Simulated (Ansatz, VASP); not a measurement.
Sn: VASP beside Ansatz

INCAR

```
SYSTEM = Sn
ALGO = Fast
EDIFF = 1E-7
ENCUT = 520
GGA = PE
ISIF = 2
ISMEAR = 0
LASPH = .TRUE.
LCHARG = .FALSE.
LREAL = .FALSE.
LWAVE = .FALSE.
NBANDS = 21
NELM = 60
PREC = Accurate
SIGMA = 0.15
```

KPOINTS

```
k-points
0
G
  16 16 16
  0 0 0
```

Contents of POSCAR:

```
Sn
1.0
    0.0000000000      3.3281477812      3.3281477812
    3.3780699979      0.0000000000      3.3281477812
    3.3780699979      3.3281477812      0.0000000000
Sn
2
Direct
    0.5000000000      0.5000000000      0.5000000000
    0.7500000000      0.7500000000      0.7500000000
```

Input for Ansatz:

```yaml
crystal:
  lattice:
    - [0.0, 3.3281477812, 3.3281477812]
    - [3.3780699979, 0.0, 3.3281477812]
    - [3.3780699979, 3.3281477812, 0.0]
  atoms:
    - { symbol: Sn, position: [0.5, 0.5, 0.5] }
    - { symbol: Sn, position: [0.75, 0.75, 0.75] }
basis:
  ecutwfc: 420
kpoints:
  mp_grid: { grid: [16, 16, 16] }
hamiltonian:
  xc: pbe
scf:
  occupations: { method: gaussian, width: 0.15 }
output:
  forces: true
  stress: true
  eigenvalues: true
```

Change from the starting cell: strain +0.0150 x Voigt [1, 0, 0, 0, 0, 0], atoms carried along.

Alike in both runs: task single point; functional PBE; k mesh 16 × 16 × 16; occupations gaussian, width 0.15 eV; no spin polarisation.

|  | VASP | Ansatz |
| --- | --- | --- |
| version | VASP 6.6.1 | Ansatz 0.2.0 |
| potentials or method | VASP PAW PBE potentials, release 64 (Sn_d), cutoff 520 eV | scalar-relativistic, plane waves, PAW |
| valence electrons in the cell | 28 | 28 |

```tsv
	VASP	Ansatz	Ansatz less VASP
gap on the k mesh at the Fermi level (eV)	none	none	-
pressure (GPa)	-0.6	-0.5	+0.05
traceless stress, the component that is largest in VASP (GPa)	-0.29	-0.29	0.000
```

A gap of «none» marks a metal or a gap that the smearing closes. With one functional, cell and mesh, what is left measures potentials, basis and numerics.
